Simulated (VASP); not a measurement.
Write the native input for VASP 6.6.1 that does the following.

```
Task                   : single point
Functional             : r2SCAN
Potentials or basis    : VASP PAW PBE potentials, release 64 (Ru_sv)
Cutoff                 : 620 eV
k mesh                 : 15 × 15 × 15
Occupations            : fermi-dirac, width 0.1 eV
Spin                   : no spin polarisation
Dipole correction      : no
Further INCAR settings : ALGO = Normal; EDIFF = 1e-06; NBANDS = 14
```

Ru:

```
Ru
1.0
    -1.51625    1.51625    1.51625
     1.51625   -1.51625    1.51625
     1.51625    1.51625   -1.51625
Ru
1
Direct
  0.00000 0.00000 0.00000
```

This isn't the form of Ru at room conditions, which is hcp.

The input as run:

POSCAR

```
Ru
1.0
   -1.5162517511      1.5162517511      1.5162517511
    1.5162517511     -1.5162517511      1.5162517511
    1.5162517511      1.5162517511     -1.5162517511
Ru
1
Direct
    0.0000000000      0.0000000000      0.0000000000
```

INCAR.step1

```
PREC     = Accurate       # precision mode
ENCUT    = 620            # plane-wave cutoff, eV
ISMEAR   = -1             # smearing method
SIGMA    = 0.1            # smearing width, eV
LREAL    = F              # projectors in reciprocal space
LASPH    = T              # aspherical terms in the spheres
NELM     = 120            # most SCF steps
NBANDS   = 14             # bands
GGA      = PE             # functional
ALGO     = Normal         # electronic algorithm
EDIFF    = 1E-5           # SCF threshold, eV
LWAVE    = T              # write WAVECAR
LCHARG   = F              # write CHGCAR
GGA_COMPAT= F
```

INCAR.step2

```
PREC     = Accurate       # precision mode
ENCUT    = 620            # plane-wave cutoff, eV
EDIFF    = 1E-6           # SCF threshold, eV
ISMEAR   = -1             # smearing method
SIGMA    = 0.1            # smearing width, eV
LREAL    = F              # projectors in reciprocal space
LASPH    = T              # aspherical terms in the spheres
NELM     = 120            # most SCF steps
ALGO     = Normal         # electronic algorithm
ISIF     = 2              # what is computed and relaxed
LWAVE    = F              # write WAVECAR
LCHARG   = F              # write CHGCAR
METAGGA  = R2SCAN         # meta-GGA
LMIXTAU  = T            
NBANDS   = 14             # bands
ISTART   = 1            
GGA_COMPAT= F
```

KPOINTS

```
Automatic mesh
0
Gamma
  15 15 15
```

Potentials or basis: VASP PAW PBE potentials, release 64 (Ru_sv).

Run with:

```bash
$ cat potpaw_PBE.64/Ru_sv/POTCAR > POTCAR
$ cp INCAR.step1 INCAR
$ mpirun -np 1 vasp_std > vasp.out
$ cp INCAR.step2 INCAR
$ mpirun -np 1 vasp_std > vasp.out
```

Results of the run:

* Pressure: 0.1 GPa
* Band gap on the k mesh: zero (bands 8 and 9 overlap by 3.32 eV)

Caveat: the PAW data sets were made with another functional, which shifts forces and pressure a little.

Run time: 100 s on 1 thread of AMD EPYC 7R13 Processor (Zen 3), on a shared host, peak memory 0.13 GiB.
